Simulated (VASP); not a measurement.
Write the native input for VASP 6.6.1 that does the following.

```yaml
Task: relaxation of cell and atoms
Functional: PBE
Potentials_or_basis: VASP PAW PBE potentials, release 64 (Cd, Te)
Cutoff: 600 eV
k_mesh: 8 × 8 × 8
Occupations: gaussian, width 0.02 eV
Spin: no spin polarisation
Dipole_correction: no
Further_INCAR_settings: ALGO = Normal; EDIFF = 1e-06; IBRION = 2; EDIFFG = -0.005; NSW = 100; ISIF = 3
```

The structure of CdTe lies in POSCAR:

```
CdTe
1.0
    0.0000000000      3.3100202335      3.3100202335
    3.3100202335      0.0000000000      3.3100202335
    3.3100202335      3.3100202335      0.0000000000
Cd Te
1 1
Direct
    0.0000000000      0.0000000000      0.0000000000
    0.2500000000      0.2500000000      0.2500000000
```

One way to write it, as run:

INCAR

```
PREC = Accurate
ENCUT = 600
EDIFF = 1E-6
ISMEAR = 0
SIGMA = 0.02
LREAL = False
LASPH = True
NELM = 80
ALGO = Normal
ISIF = 3
LWAVE = False
LCHARG = False
GGA = PE
IBRION = 2
NSW = 100
EDIFFG = -0.005
```

KPOINTS

```
Automatic mesh
0
Gamma
  8 8 8
```

Potentials or basis: VASP PAW PBE potentials, release 64 (Cd, Te).

Run with:

```console
$ cat potpaw_PBE.64/Cd/POTCAR potpaw_PBE.64/Te/POTCAR > POTCAR
$ mpirun -np 1 vasp_std > vasp.out
```

It gave:

```
Relaxed volume                         : 36.32 Å³/atom
Relaxed cell                           : a = 4.683 Å, b = 4.683 Å, c = 4.683 Å, α = 60.00°, β = 60.00°, γ = 60.00°
Space group after relaxing (to 0.05 Å) : F-43m (No. 216)
Energy gained by relaxing              : 0.0 meV/atom
Ionic steps                            : 2
Pressure after relaxing                : 0.0 GPa
Band gap on the k mesh                 : 0.58 eV, direct
```

Caveat: spin-orbit coupling is left out, which moves the levels of the heavy elements.

Wall time 22 s on 1 thread of Intel(R) Xeon(R) 6975P-C (Granite Rapids), with other jobs on the host, peak memory 0.25 GiB.
